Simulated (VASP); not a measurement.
# InP (F-43m) in VASP: further runs, part 2 of 2

VASP 6.6.1.

### 4 Single point, LDA

The input, INCAR:

```
SYSTEM = InP
PREC = Accurate ; ENCUT = 520
EDIFF = 1E-6 ; ISMEAR = 0
SIGMA = 0.01 ; LREAL = .False.
LASPH = .True. ; NELM = 80
ALGO = Normal ; ISIF = 2
LWAVE = .False. ; LCHARG = .False.
GGA = CA ; NBANDS = 16
```

The input, KPOINTS:

```
regular mesh
0
Gamma
  4 4 4
  0 0 0
```

The input, POSCAR:

```
InP
1.0
    0.0000000000      2.9537876420      2.9537876420
    2.9537876420      0.0000000000      2.9537876420
    2.9537876420      2.9537876420      0.0000000000
In P
1 1
Direct
    0.0000000000      0.0000000000      0.0000000000
    0.2500000000      0.2500000000      0.2500000000
```

Potentials or basis: VASP PAW LDA potentials, release 64 (In_d, P).

The run is started by

```console
$ cat potpaw_LDA.64/In_d/POTCAR potpaw_LDA.64/P/POTCAR > POTCAR
$ mpirun -np 1 vasp_std > vasp.out
```

OUTCAR:

```text
SYSTEM = InP
   PREC = Accurate
   ENCUT = 520
   EDIFF = 1E-6
   ISMEAR = 0
   LREAL = .False.
   LASPH = .True.
   NELM = 80
   ISIF = 2
   GGA = CA

 ion  position               nearest neighbor table
   1  0.000  0.000  0.000-   2 2.56   2 2.56   2 2.56   2 2.56
   2  0.250  0.250  0.250-   1 2.56   1 2.56   1 2.56   1 2.56

  LATTYP: Found a face centered cubic cell.
 ALAT       =     5.9075752840

  Lattice vectors:

 A1 = (   0.0000000000,   2.9537876420,   2.9537876420)
 A2 = (   2.9537876420,   0.0000000000,   2.9537876420)
 A3 = (   2.9537876420,   2.9537876420,   0.0000000000)

Analysis of symmetry for initial positions (statically):
=====================================================================
 Subroutine PRICEL returns:
 Original cell was already a primitive cell.

 Routine SETGRP: Setting up the symmetry group for a
 face centered cubic supercell.

 Subroutine GETGRP returns: Found 24 space group operations
 (whereof 24 operations were pure point group operations)
 out of a pool of 48 trial point group operations.

The static configuration has the point symmetry T_d .

Analysis of symmetry for dynamics (positions and initial velocities):
=====================================================================
 Subroutine PRICEL returns:
 Original cell was already a primitive cell.

 Routine SETGRP: Setting up the symmetry group for a
 face centered cubic supercell.

 Subroutine GETGRP returns: Found 24 space group operations
 (whereof 24 operations were pure point group operations)
 out of a pool of 48 trial point group operations.

The dynamic configuration has the point symmetry T_d .

 Subroutine INISYM returns: Found 24 space group operations
 (whereof 24 operations are pure point group operations),
 and found     1 'primitive' translations

----------------------------------------------------------------------------------------

                                     Primitive cell

  volume of cell :      51.5428

  direct lattice vectors                    reciprocal lattice vectors
     0.000000000  2.953787642  2.953787642    -0.169274186  0.169274186  0.169274186
     2.953787642  0.000000000  2.953787642     0.169274186 -0.169274186  0.169274186
     2.953787642  2.953787642  0.000000000     0.169274186  0.169274186 -0.169274186

  length of vectors
     4.177286544  4.177286544  4.177286544     0.293191491  0.293191491  0.293191491

  position of ions in fractional coordinates (direct lattice)
     0.000000000  0.000000000  0.000000000
     0.250000000  0.250000000  0.250000000

  ion indices of the primitive-cell ions
   primitive index   ion index
                 1           1
                 2           2

----------------------------------------------------------------------------------------

 KPOINTS: regular mesh

Automatic generation of k-mesh.
 Grid dimensions read from file:
 generate k-points for:    4    4    4

 Generating k-lattice:

  Cartesian coordinates                     Fractional coordinates (reciprocal lattice)
    -0.042318547  0.042318547  0.042318547     0.250000000  0.000000000  0.000000000
     0.042318547 -0.042318547  0.042318547     0.000000000  0.250000000  0.000000000
     0.042318547  0.042318547 -0.042318547     0.000000000  0.000000000  0.250000000

  Length of vectors
     0.073297873  0.073297873  0.073297873

  Shift w.r.t. Gamma in fractional coordinates (k-lattice)
     0.000000000  0.000000000  0.000000000

 Subroutine IBZKPT returns following result:
 ===========================================

 Found      8 irreducible k-points:

 Following reciprocal coordinates:
            Coordinates               Weight
  0.000000  0.000000  0.000000      1.000000
  0.250000  0.000000  0.000000      8.000000
  0.500000  0.000000  0.000000      4.000000
  0.250000  0.250000  0.000000      6.000000
  0.500000  0.250000  0.000000     24.000000
 -0.250000  0.250000  0.000000     12.000000
  0.500000  0.500000  0.000000      3.000000
 -0.250000  0.500000  0.250000      6.000000
   k-points           NKPTS =      8   k-points in BZ     NKDIM =      8   number of bands    NBANDS=     16
   number of dos      NEDOS =    301   number of ions     NIONS =      2
   total plane-waves  NPLWV =  32768
   dimension x,y,z NGX =    32 NGY =   32 NGZ =   32
   dimension x,y,z NGXF=    64 NGYF=   64 NGZF=   64
   ions per type =               1   1
   NGX,Y,Z   is equivalent  to a cutoff of  12.74, 12.74, 12.74 a.u.
   NGXF,Y,Z  is equivalent  to a cutoff of  25.47, 25.47, 25.47 a.u.
 SYSTEM =  InP
   PREC   = accura    normal or accurate (medium, high low for compatibility)
   ISTART =      0    job   : 0-new  1-cont  2-samecut
   ICHARG =      2    charge: 1-file 2-atom 10-const
   ISPIN  =      1    spin polarized calculation?
   LNONCOLLINEAR =      F non collinear calculations
   LSORBIT =      F    spin-orbit coupling
   LASPH  =      T    aspherical Exc in radial PAW
   ENCUT  =  520.0 eV  38.22 Ry    6.18 a.u.   7.77  7.77  7.77*2*pi/ulx,y,z
   NELM   =     80;   NELMIN=  2; NELMDL= -5     # of ELM steps
   EDIFF  = 0.1E-05   stopping-criterion for ELM
   LREAL  =      F    real-space projection
   EDIFFG = 0.1E-04   stopping-criterion for IOM
   NSW    =      0    number of steps for IOM
   IBRION =     -1    ionic relax: 0-MD 1-quasi-New 2-CG
   NFREE  =      0    steps in history (QN), initial steepest desc. (CG)
   ISIF   =      2    stress and relaxation
   ISYM   =      2    0-nonsym 1-usesym 2-fastsym
   POTIM  = 0.5000    time-step for ionic-motion
   TEBEG  =    0.0;   TEEND  =   0.0 temperature during run
   PSTRESS=    0.0 pullay stress
   NELECT =      18.0000    total number of electrons
   NUPDOWN=      -1.0000    fix difference up-down
   EMIN   =  10.00;   EMAX   =-10.00  energy-range for DOS
   EFERMI =   0.00;   METHOD = LEGACY
   ISMEAR =     0;   SIGMA  =   0.01  broadening in eV -4-tet -1-fermi 0-gaus
   EFERMI_NEDOS =   21; number of points for ismear=-14 and -15
   IALGO  =     38    algorithm
   IMIX   =      4    mixing-type and parameters
     AMIX     =   0.40;   BMIX     =  1.00
     AMIX_MAG =   1.60;   BMIX_MAG =  1.00
  volume/ion in A,a.u.               =      25.77       173.91
  Fermi-wavevector in a.u.,A,eV,Ry     =   1.152860  2.178589 18.083301  1.329085
  Thomas-Fermi vector in A             =   2.289508
   LORBIT       =      0    0 simple, 1 ext, 2 COOP (PROOUT), +10 PAW based schemes
   GGA     = CA    functional components
   LHFCALC =     F    Hartree Fock is set to
   AEXX    =    0.0000 exact exchange contribution
   IVDW    =     0    specifies the selected vdW correction
   LEPSILON=     F    determine dielectric tensor
   LRPA    =     F    only Hartree local field effects (RPA)
 non-spin polarized calculation
 Gauss-broadening in eV      SIGMA  =   0.01
  energy-cutoff  :      520.00
  volume of cell :       51.54
 maximum number of plane-waves:      1411
   NGX = 15   NGY = 15   NGZ = 15

 number of electron      18.0000008 magnetization

 Free energy of the ion-electron system (eV)
  ---------------------------------------------------
  ext. energy  EPLUGINS =         0.00000000
  ---------------------------------------------------
  free energy    TOTEN  =        -9.53603870 eV

  energy without entropy =       -9.53603870  energy(sigma->0) =       -9.53603870

 E-fermi :   4.8469     XC(G=0):  -9.4976

 val. band max:        4.7977953111   @ k =   0.0000   0.0000   0.0000
 cond. band min:       5.1579273740   @ k =   0.0000   0.0000   0.0000
 fundamental gap:      0.3601320629
 Fermi energy:         4.8468978481

 k-point     1 :       0.0000    0.0000    0.0000
  band No.  band energies     occupation
      1      -9.3945      2.00000
      2      -9.3945      2.00000
      3      -9.3945      2.00000
      4      -9.2535      2.00000
      5      -9.2535      2.00000
      6      -6.5947      2.00000
[... 8 lines left out ...]
     15      14.1820      0.00000
     16      14.1820      0.00000
[... 115 lines left out ...]
 k-point     8 :      -0.2500    0.5000    0.2500
  band No.  band energies     occupation
      1      -9.5294      2.00000
      2      -9.3397      2.00000
      3      -9.3050      2.00000
      4      -9.2729      2.00000
      5      -9.2394      2.00000
      6      -4.1899      2.00000
[... 8 lines left out ...]
     15      15.9470      0.00000
     16      16.5179      0.00000

------------------------ aborting loop because EDIFF is reached ----------------------------------------

  FORCE on cell =-STRESS in cart. coord.  units (eV):
  Direction    XX          YY          ZZ          XY          YZ          ZX
  --------------------------------------------------------------------------------------
  -------------------------------------------------------------------------------------
  Total       -0.8111743     -0.8111743     -0.8111743      0.0000000     -0.0000000     -0.0000000
  in kB      -25.2148840    -25.2148840    -25.2148840      0.0000000     -0.0000000     -0.0000000
  external PRESSURE =     -25.2148840 kB  Pullay stress =       0.0000000 kB

 VOLUME and BASIS-vectors are now :
 -----------------------------------------------------------------------------
  energy-cutoff  :      520.00
  volume of cell :       51.54
      direct lattice vectors                 reciprocal lattice vectors
     0.000000000  2.953787642  2.953787642    -0.169274186  0.169274186  0.169274186
     2.953787642  0.000000000  2.953787642     0.169274186 -0.169274186  0.169274186
     2.953787642  2.953787642  0.000000000     0.169274186  0.169274186 -0.169274186

 POSITION                                       TOTAL-FORCE (eV/Angst)
 -----------------------------------------------------------------------------------
      0.00000      0.00000      0.00000         0.000000      0.000000      0.000000
      1.47689      1.47689      1.47689        -0.000000     -0.000000     -0.000000
 -----------------------------------------------------------------------------------
    total drift:                               -0.000000     -0.000000     -0.000000

  FREE ENERGIE OF THE ION-ELECTRON SYSTEM (eV)
  ---------------------------------------------------
  free  energy   TOTEN  =        -9.5360387042 eV

  energy  without entropy=       -9.5360387042  energy(sigma->0) =       -9.53603870
```

Run time: 5.1 s. Hardware: 1 thread of AMD EPYC 7R13 (Zen 3), shared host; peak memory 0.12 GiB.

Results:

* Free energy: -9.5360 eV
* Pressure: -2.5 GPa
* Band gap on the k mesh: 0.36 eV

Levels at points of the mesh, in eV from the valence-band top:
```tsv
k point	band 6	band 7	band 8	band 9	band 10	band 11	band 12	band 13
(0.00, 0.00, 0.00)	-11.39	0.00	0.00	0.00	0.36	3.93	3.93	3.93
(0.50, 0.00, 0.00)	-9.71	-5.73	-0.96	-0.96	1.24	4.66	4.66	6.82
(0.50, 0.50, 0.00)	-9.06	-5.79	-2.29	-2.29	1.59	2.10	8.84	9.25
```

Caveat: the k points lie up to 0.46 Å⁻¹ apart; spin-orbit coupling is left out, which moves the levels of the heavy elements.

### 5 Single point, r2SCAN

POSCAR is that of step 4.

The input, INCAR.step1:

```
SYSTEM = InP
  PREC = Accurate
  ENCUT = 520
  ISMEAR = 0
  SIGMA = 0.01
  LREAL = .FALSE.
  LASPH = .TRUE.
  NELM = 80
  NBANDS = 16
  GGA = PE
  ALGO = Normal
  EDIFF = 1E-4
  LWAVE = .TRUE.
  LCHARG = .FALSE.
```

The input, INCAR.step2:

```
SYSTEM = InP
  PREC = Accurate
  ENCUT = 520
  EDIFF = 1E-6
  ISMEAR = 0
  SIGMA = 0.01
  LREAL = .FALSE.
  LASPH = .TRUE.
  NELM = 80
  ALGO = Normal
  ISIF = 2
  LWAVE = .FALSE.
  LCHARG = .FALSE.
  METAGGA = R2SCAN
  LMIXTAU = .TRUE.
  NBANDS = 16
  ISTART = 1
```

The input, KPOINTS:

```
regular mesh
0
G
  4 4 4
  0 0 0
```

Potentials or basis: VASP PAW PBE potentials, release 64 (In_d, P).

The run is started by

```console
$ cat potpaw_PBE.64/In_d/POTCAR potpaw_PBE.64/P/POTCAR > POTCAR
$ cp INCAR.step1 INCAR
$ mpirun -np 1 vasp_std > vasp.out
$ cp INCAR.step2 INCAR
$ mpirun -np 1 vasp_std > vasp.out
```

OUTCAR:

```text
SYSTEM = InP
   PREC = Accurate
   ENCUT = 520
   EDIFF = 1E-6
   ISMEAR = 0
   LREAL = .FALSE.
   LASPH = .TRUE.
   NELM = 80
   ISIF = 2
   METAGGA = R2SCAN
   ISTART = 1

 ion  position               nearest neighbor table
   1  0.000  0.000  0.000-   2 2.56   2 2.56   2 2.56   2 2.56
   2  0.250  0.250  0.250-   1 2.56   1 2.56   1 2.56   1 2.56

  LATTYP: Found a face centered cubic cell.
 ALAT       =     5.9075752840

  Lattice vectors:

 A1 = (   0.0000000000,   2.9537876420,   2.9537876420)
 A2 = (   2.9537876420,   0.0000000000,   2.9537876420)
 A3 = (   2.9537876420,   2.9537876420,   0.0000000000)

Analysis of symmetry for initial positions (statically):
=====================================================================
 Subroutine PRICEL returns:
 Original cell was already a primitive cell.

 Routine SETGRP: Setting up the symmetry group for a
 face centered cubic supercell.

 Subroutine GETGRP returns: Found 24 space group operations
 (whereof 24 operations were pure point group operations)
 out of a pool of 48 trial point group operations.

The static configuration has the point symmetry T_d .
[... 141 lines left out ...]

  energy without entropy =      -32.19943906  energy(sigma->0) =      -32.19943906

 E-fermi :   4.9050     XC(G=0):  -9.7572

 val. band max:        4.7919139459   @ k =   0.0000   0.0000   0.0000
 cond. band min:       5.8112030180   @ k =   0.0000   0.0000   0.0000
 fundamental gap:      1.0192890721
 Fermi energy:         4.9050053803

 k-point     1 :       0.0000    0.0000    0.0000
  band No.  band energies     occupation
      1      -9.8634      2.00000
      2      -9.8634      2.00000
      3      -9.8634      2.00000
      4      -9.6983      2.00000
      5      -9.6983      2.00000
      6      -7.0444      2.00000
[... 129 lines left out ...]
      3      -9.7655      2.00000
      4      -9.7191      2.00000
      5      -9.6829      2.00000
      6      -4.5871      2.00000
[... 8 lines left out ...]
     15      16.6047      0.00000
     16      17.3948      0.00000

------------------------ aborting loop because EDIFF is reached ----------------------------------------

  FORCE on cell =-STRESS in cart. coord.  units (eV):
  Direction    XX          YY          ZZ          XY          YZ          ZX
  --------------------------------------------------------------------------------------
  -------------------------------------------------------------------------------------
  Total        0.0142900      0.0142900      0.0142900     -0.0000000      0.0000000      0.0000000
  in kB        0.4441967      0.4441967      0.4441967     -0.0000000      0.0000000      0.0000000
  external PRESSURE =       0.4441967 kB  Pullay stress =       0.0000000 kB

 VOLUME and BASIS-vectors are now :
 -----------------------------------------------------------------------------
  energy-cutoff  :      520.00
  volume of cell :       51.54
      direct lattice vectors                 reciprocal lattice vectors
     0.000000000  2.953787642  2.953787642    -0.169274186  0.169274186  0.169274186
     2.953787642  0.000000000  2.953787642     0.169274186 -0.169274186  0.169274186
     2.953787642  2.953787642  0.000000000     0.169274186  0.169274186 -0.169274186

 POSITION                                       TOTAL-FORCE (eV/Angst)
 -----------------------------------------------------------------------------------
      0.00000      0.00000      0.00000         0.000000      0.000000      0.000000
      1.47689      1.47689      1.47689        -0.000000     -0.000000     -0.000000
 -----------------------------------------------------------------------------------
    total drift:                               -0.000002     -0.000002     -0.000002

  FREE ENERGIE OF THE ION-ELECTRON SYSTEM (eV)
  ---------------------------------------------------
  free  energy   TOTEN  =       -32.1994390601 eV

  energy  without entropy=      -32.1994390601  energy(sigma->0) =      -32.19943906
```

It took 24 s on 1 thread of AMD EPYC 7R13 (Zen 3), shared host; peak memory 0.15 GiB.

What came out:

* Free energy: -32.1994 eV
* Pressure: 0.0 GPa
* Band gap on the k mesh: 1.02 eV

Caveat: the k points lie up to 0.46 Å⁻¹ apart; the PAW data sets were made with another functional, which shifts forces and pressure a little; spin-orbit coupling is left out, which moves the levels of the heavy elements.

### 6 Single point, PBE

The input, INCAR:

```
SYSTEM = InP
PREC = Accurate
ENCUT = 520
EDIFF = 1E-7
ISMEAR = 0
SIGMA = 0.01
LREAL = .False.
LASPH = .True.
NELM = 80
ALGO = Normal
ISIF = 2
LWAVE = .False.
LCHARG = .False.
GGA = PE
NBANDS = 16
```

The input, KPOINTS:

```
regular mesh
0
Gamma
  6 6 6
  0 0 0
```

POSCAR is that of step 5.

Potentials or basis: VASP PAW PBE potentials, release 64 (In_d, P).

The run is started by

```console
$ cat potpaw_PBE.64/In_d/POTCAR potpaw_PBE.64/P/POTCAR > POTCAR
$ mpirun -np 1 vasp_std > vasp.out
```

It took 13 s on 1 thread of AMD EPYC 7R13 (Zen 3), shared host; peak memory 0.14 GiB.

Results (log left out):

| Item | Value |
| --- | --- |
| Free energy | -8.3887 eV |
| Pressure | 1.6 GPa |
| Band gap on the k mesh | 0.58 eV |

Levels at points of the mesh, in eV from the valence-band top:
| k point | band 6 | band 7 | band 8 | band 9 | band 10 | band 11 | band 12 | band 13 |
| --- | --- | --- | --- | --- | --- | --- | --- | --- |
| (0.00, 0.00, 0.00) | -11.36 | 0.00 | 0.00 | 0.00 | 0.58 | 4.09 | 4.09 | 4.09 |
| (0.50, 0.00, 0.00) | -9.71 | -5.61 | -0.94 | -0.94 | 1.44 | 4.80 | 4.80 | 7.05 |
| (0.50, 0.50, 0.00) | -9.08 | -5.65 | -2.24 | -2.24 | 1.80 | 2.26 | 9.07 | 9.43 |

Caveat: spin-orbit coupling is left out, which moves the levels of the heavy elements.

### 7 Single point, HSE06

POSCAR is that of step 6.

The input, INCAR.step1:

```
  ALGO = Normal
  EDIFF = 1E-5
  ENCUT = 520
  GGA = PE
  ISIF = 2
  ISMEAR = 0
  LASPH = T
  LCHARG = F
  LREAL = F
  LWAVE = T
  NBANDS = 16
  NELM = 60
  PREC = Accurate
  SIGMA = 0.01
```

The input, INCAR.step2:

```
  ALGO = Normal
  EDIFF = 1E-7
  ENCUT = 520
  GGA = PE
  HFSCREEN = 0.2079
  ISIF = 2
  ISMEAR = 0
  ISTART = 1
  LASPH = T
  LCHARG = F
  LHFCALC = T
  LREAL = F
  LWAVE = F
  NBANDS = 16
  NELM = 60
  PREC = Accurate
  PRECFOCK = Normal
  SIGMA = 0.01
```

The input, KPOINTS:

```
k-points
0
Gamma
  4 4 4
```

The run is started by

```console
$ cat potpaw_PBE.64/In_d/POTCAR potpaw_PBE.64/P/POTCAR > POTCAR
$ cp INCAR.step1 INCAR
$ mpirun -np 1 vasp_std > vasp.out
$ cp INCAR.step2 INCAR
$ mpirun -np 1 vasp_std > vasp.out
```

Run time: 5.3 min. Hardware: 1 thread of AMD EPYC 7R13 (Zen 3), shared host; peak memory 0.25 GiB.

Results (log left out):

```
Free energy            : -9.9012 eV
Pressure               : -0.2 GPa
Band gap on the k mesh : 1.39 eV
```

Levels at points of the mesh, in eV from the valence-band top:
| k point | band 6 | band 7 | band 8 | band 9 | band 10 | band 11 | band 12 | band 13 |
| --- | --- | --- | --- | --- | --- | --- | --- | --- |
| (0.00, 0.00, 0.00) | -12.55 | 0.00 | 0.00 | 0.00 | 1.39 | 4.91 | 4.91 | 4.91 |
| (0.50, 0.00, 0.00) | -10.76 | -6.11 | -1.02 | -1.02 | 2.21 | 5.65 | 5.65 | 7.99 |
| (0.50, 0.50, 0.00) | -10.07 | -6.13 | -2.45 | -2.45 | 2.41 | 3.00 | 10.28 | 10.74 |

Caveat: the k points lie up to 0.46 Å⁻¹ apart; the PAW data sets were made with another functional, which shifts forces and pressure a little; spin-orbit coupling is left out, which moves the levels of the heavy elements.

### 8 Overview

| level | potentials or basis | k mesh | grid for exact exchange (PRECFOCK) | share of exact exchange | screening parameter | gap on the mesh (eV) | pressure (GPa) |
| --- | --- | --- | --- | --- | --- | --- | --- |
| PBE | VASP PAW PBE potentials, release 64 (In_d, P) | 4 × 4 × 4 | - | - | - | 0.57 | 1.8 |
| LDA | VASP PAW LDA potentials, release 64 (In_d, P) | 4 × 4 × 4 | - | - | - | 0.36 | -2.5 |
| r2SCAN | VASP PAW PBE potentials, release 64 (In_d, P) | 4 × 4 × 4 | - | - | - | 1.02 | 0.0 |
| PBE | VASP PAW PBE potentials, release 64 (In_d, P) | 6 × 6 × 6 | - | - | - | 0.58 | 1.6 |
| HSE06 | VASP PAW PBE potentials, release 64 (In_d, P) | 4 × 4 × 4 | Normal | 0.25 | 0.2079 1/Å | 1.39 | -0.2 |

Alike in all rows: task single point; no spin polarisation; cell as given; cutoff (eV) 520; smearing gaussian 0.01 eV.

Caveats: some runs use coarse meshes; spin-orbit coupling is left out, which moves the levels of the heavy elements; the PAW data sets were made with another functional, which shifts forces and pressure a little (at least some runs).

Absolute energies hang on the potentials; compare differences alone.
